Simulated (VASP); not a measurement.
Runs of VASP 6.6.1 on ScGa5S. The structure is that of space group P4/mmm (No. 123), or close to it. The cells are those of the table. 

```tsv
cell	k mesh	gap on the mesh (eV)	pressure (GPa)	largest force (eV/Å)
a = 4.049, b = 4.049, c = 8.069 Å, 7 atoms	4 × 4 × 3	none	0.4	0.05
a = 3.909, b = 3.909, c = 9.175 Å, 7 atoms	4 × 4 × 3	none	(b)	0.03
a = 4.050, b = 4.050, c = 8.022 Å, 7 atoms	4 × 4 × 3	none	(a)	0.02
a = 3.904, b = 3.904, c = 9.209 Å, 7 atoms	4 × 4 × 2	none	-0.2	0.01
a = 3.951, b = 3.951, c = 8.586 Å, 7 atoms	4 × 4 × 3	none	0.2	0.02
```

Alike in all rows: task single point; level PBE; potentials or basis VASP PAW PBE potentials, release 64 (Sc_sv, Ga_d, S); no spin polarisation; cutoff (eV) 520; smearing gaussian 0.2 eV.

Q: Fill in the values left out.

A: (a) 0.7; (b) -0.1.

Caveats: all runs use coarse meshes.

A k mesh can miss the band edges, and the runs leave out spin-orbit coupling on Ga.

A gap of «none» marks levels without a gap at the run's occupations.
